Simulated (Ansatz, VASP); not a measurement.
Two plane-wave programs on GaP

```xyz
2
Lattice="0.0000 2.7102 2.7102 2.7102 0.0000 2.7102 2.7102 2.7102 0.0000" Properties=species:S:1:pos:R:3 pbc="T T T"
Ga    0.0000    0.0000    0.0000
P     4.0653    4.0653    4.0653
```

Alike in both runs: functional revPBE; dispersion D3(BJ); k mesh 6 × 6 × 6; no spin polarisation.

Ansatz relaxed the structure, and its values are those at the end. VASP's run is a single point on that final structure, the one shown.

```csv
,VASP,Ansatz
version,VASP 6.6.1,Ansatz 0.2.0
potentials or method,"VASP PAW PBE potentials, release 64 (Ga_d, P)","plane waves, PAW"
plane-wave cutoff (eV),500,420
occupations,"gaussian, width 0.01 eV",fixed
valence electrons in the cell,18,18
```

```tsv
	VASP	Ansatz	Ansatz less VASP
pressure (GPa)	-0.2	0.0	+0.19
```

VASP's potentials were made for PBE, not for revPBE.
